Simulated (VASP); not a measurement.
Write the native input for VASP 6.6.1 that does the following.

| Quantity | Value |
| --- | --- |
| Task | single point |
| Functional | PBEsol |
| Potentials or basis | VASP PAW PBE potentials, release 64 (Cd, Se) |
| Cutoff | 500 eV |
| k mesh | 6 × 6 × 6 |
| Occupations | fermi-dirac, width 0.05 eV |
| Spin | no spin polarisation |
| Dipole correction | no |
| Further INCAR settings | ALGO = Normal; EDIFF = 1e-06; NBANDS = 16 |

The structure of CdSe lies in POSCAR:

```
CdSe
1.0
    0.0000000000      2.8449261363      2.8449261363
    2.8449261363      0.0000000000      2.8449261363
    2.8449261363      2.8449261363      0.0000000000
Cd Se
1 1
Direct
    0.0000000000      0.0000000000      0.0000000000
    0.5000000000      0.5000000000      0.5000000000
```

One way to write it, as run:

INCAR

```
SYSTEM = CdSe
  PREC = Accurate
  ENCUT = 500
  EDIFF = 1E-6
  ISMEAR = -1
  SIGMA = 0.05
  LREAL = .FALSE.
  LASPH = .TRUE.
  NELM = 120
  ALGO = Normal
  ISIF = 2
  LWAVE = .FALSE.
  LCHARG = .TRUE.
  GGA = PS
  LELF = .TRUE.
  LVHAR = .TRUE.
  NBANDS = 16
  GGA_COMPAT = .FALSE.
```

KPOINTS

```
Automatic mesh
0
G
  6 6 6
  0 0 0
```

Potentials or basis: VASP PAW PBE potentials, release 64 (Cd, Se).

Launch:

```bash
$ cat potpaw_PBE.64/Cd/POTCAR potpaw_PBE.64/Se/POTCAR > POTCAR
$ mpirun -np 1 vasp_std > vasp.out
```

Results of the run:

* Pressure: -1.7 GPa
* Band gap on the k mesh: zero (band 9 reaches 2.36 eV, above the bottom of band 10 at 1.86 eV)

Caveat: the PAW data sets were made with another functional, which shifts forces and pressure a little.

It took 26 s on 1 thread of Intel(R) Xeon(R) Platinum 8375C CPU @ 2.90GHz (Ice Lake), on a shared host, peak memory 0.17 GiB.
